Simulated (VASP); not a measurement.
A run of VASP 6.6.1 is set up as follows.

INCAR

```
SYSTEM = Nb3Sn
ALGO     = Normal         ! electronic algorithm
EDIFF    = 1E-6           ! SCF threshold, eV
ENCUT    = 520            ! plane-wave cutoff, eV
GGA      = PS             ! functional
ISIF     = 2              ! what is computed and relaxed
ISMEAR   = -1             ! smearing method
LASPH    = .TRUE.         ! aspherical terms in the spheres
LCHARG   = .FALSE.        ! write CHGCAR
LREAL    = .FALSE.        ! projectors in reciprocal space
LWAVE    = .FALSE.        ! write WAVECAR
NBANDS   = 63             ! bands
NELM     = 60             ! most SCF steps
PREC     = Accurate       ! precision mode
SIGMA    = 0.05           ! smearing width, eV
```

The input KPOINTS:

```
k-points
0
G
  5 5 5
  0 0 0
```

File POSCAR:

```
Nb3Sn
1.0
    5.0995219039      0.0000000000      0.0000000000
    0.0000000000      5.0995219039      0.0000000000
    0.0000000000      0.0000000000      5.0995219039
Sn Nb
2 6
Direct
    0.5000000000      0.5000000000      0.5000000000
    0.0000000000      0.0000000000      0.0000000000
    0.0000000000      0.5000000000      0.2500000000
    0.0000000000      0.5000000000      0.7500000000
    0.5000000000      0.2500000000      0.0000000000
    0.7500000000      0.0000000000      0.5000000000
    0.5000000000      0.7500000000      0.0000000000
    0.2500000000      0.0000000000      0.5000000000
```

Potentials or basis: VASP PAW PBE potentials, release 64 (Sn_d, Nb_sv).

Run with:

```sh
$ cat potpaw_PBE.64/Sn_d/POTCAR potpaw_PBE.64/Nb_sv/POTCAR > POTCAR
$ mpirun -np 1 vasp_std > vasp.out
```

**Question.** Predict the pressure.

**Answer.** 19.8 GPa.

**Question.** What does it give for the band gap on the k mesh?

**Answer.** Zero (band 53 reaches 12.92 eV, above the bottom of band 54 at 12.79 eV).

Caveat: the PAW data sets were made with another functional, which shifts forces and pressure a little; spin-orbit coupling is left out, which moves the levels of the heavy elements.
